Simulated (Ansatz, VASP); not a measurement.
B in VASP and in Ansatz

```
B
1.0
     3.52102    2.03286    0.95208
    -3.52102    2.03286    0.95208
     0.00000   -4.06572    0.95208
B
6
Direct
  0.00619 0.26336 0.00619
  0.00619 0.00619 0.26336
  0.26336 0.00619 0.00619
  0.72133 0.39479 0.72133
  0.72133 0.72133 0.39479
  0.39479 0.72133 0.72133
```

Alike in both runs: task relaxation of cell and atoms; functional PBE; k mesh 12 × 12 × 12; occupations gaussian, width 0.1 eV; no spin polarisation.

|  | VASP | Ansatz |
| --- | --- | --- |
| version | VASP 6.6.1 | Ansatz 0.2.0 |
| potentials or method | VASP PAW PBE potentials, release 64 (B), cutoff 600 eV | scalar-relativistic, plane waves, PAW |
| valence electrons in the cell | 18 | 18 |

|  | VASP | Ansatz | Ansatz less VASP |
| --- | --- | --- | --- |
| gap on the k mesh at the Fermi level, each at its own relaxed structure (eV) | none | none | - |
| relaxed volume (Å³/atom) | 6.80 | 6.81 | +0.004 |
| relaxed length of the cell vector where the two differ most in proportion (Å) | 4.172 | 4.173 | +0.0015 |

A gap of «none» marks a metal or a gap that the smearing closes.
